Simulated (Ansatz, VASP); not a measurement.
## One calculation of GaAs, two programs

```
CELL_PARAMETERS angstrom
6.74325 0.00000 0.00000
0.00000 6.74325 0.00000
0.00000 0.00000 6.74325
ATOMIC_POSITIONS crystal
Ga 0.50000 0.00000 0.75000
Ga 0.75000 0.50000 0.00000
Ga 0.00000 0.75000 0.50000
Ga 0.50000 0.00000 0.25000
Ga 0.25000 0.50000 0.00000
Ga 0.00000 0.25000 0.50000
As 0.00000 0.50000 0.75000
As 0.75000 0.00000 0.50000
As 0.50000 0.75000 0.00000
As 0.00000 0.50000 0.25000
As 0.25000 0.00000 0.50000
As 0.50000 0.25000 0.00000
```

Alike in both runs: task relaxation of cell and atoms; functional PBE; k mesh 4 × 4 × 4; occupations gaussian, width 0.1 eV; no spin polarisation.

|  | VASP | Ansatz |
| --- | --- | --- |
| version | VASP 6.6.1 | Ansatz 0.2.0 |
| potentials or method | VASP PAW PBE potentials, release 64 (Ga_d, As), cutoff 600 eV | scalar-relativistic, plane waves, PAW |
| valence electrons in the cell | 108 | 168 |

|  | VASP | Ansatz | Ansatz less VASP |
| --- | --- | --- | --- |
| relaxed volume (Å³/atom) | 29.70 | 29.63 | -0.062 |
| relaxed cell length with the largest relative difference (Å) | 7.090 | 7.085 | -0.0049 |

VASP's potentials hold 108 valence electrons a cell and Ansatz's 168, so a difference there can come from the potentials and not from the codes.

Noted on VASP's run: the volume moved by over 15 % at a fixed basis, so the end points are rough.
